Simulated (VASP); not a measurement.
Here is a VASP 6.6.1 calculation.

The input POSCAR:

```
MoW5
1.0
    3.1798401000      0.0000000000      0.0000000000
    0.0000000000      3.1798401000      0.0000000000
    0.0000000000      0.0000000000      9.5417943000
Mo W
1 5
Direct
    0.5000000000      0.5000000000      0.5000000000
    0.0000000000      0.0000000000      0.6659340000
    0.5000000000      0.5000000000      0.8328580000
    0.0000000000      0.0000000000      0.0000000000
    0.5000000000      0.5000000000      0.1671420000
    0.0000000000      0.0000000000      0.3340660000
```

Contents of INCAR.step1:

```
PREC = Accurate ; ENCUT = 520
ISMEAR = 0 ; SIGMA = 0.1
LREAL = F ; LASPH = T
NELM = 60 ; NBANDS = 51
GGA = PE ; ALGO = Normal
EDIFF = 1E-4 ; LWAVE = T
LCHARG = F
```

Contents of INCAR.step2:

```
PREC = Accurate ; ENCUT = 520
EDIFF = 1E-6 ; ISMEAR = 0
SIGMA = 0.1 ; LREAL = F
LASPH = T ; NELM = 60
ALGO = Normal ; ISIF = 2
LWAVE = F ; LCHARG = F
METAGGA = R2SCAN ; LMIXTAU = T
NBANDS = 51 ; ISTART = 1
```

Contents of KPOINTS:

```
Automatic mesh
0
Gamma
  12 12 4
```

Potentials or basis: VASP PAW PBE potentials, release 64 (Mo_sv, W_sv).

Launch:

```sh
$ cat potpaw_PBE.64/Mo_sv/POTCAR potpaw_PBE.64/W_sv/POTCAR > POTCAR
$ cp INCAR.step1 INCAR
$ mpirun -np 1 vasp_std > vasp.out
$ cp INCAR.step2 INCAR
$ mpirun -np 1 vasp_std > vasp.out
```

Question: Estimate the pressure.

Answer: -3.0 GPa.

Question: What does it give for the largest force?

Answer: 0.038 eV/Å.

Question: What does it give for the band gap on the k mesh?

Answer: Zero (bands 42 and 43 overlap by 1.18 eV).

Forces in eV/Å, atoms in the order of the input:
```
Mo   0.000  0.000  0.000
W    0.000  0.000  0.038
W    0.000  0.000  0.020
W    0.000  0.000  0.000
W    0.000  0.000 -0.020
W    0.000  0.000 -0.038
```

Caveat: the PAW data sets were made with another functional, which shifts forces and pressure a little; spin-orbit coupling is left out, which moves the levels of the heavy elements.
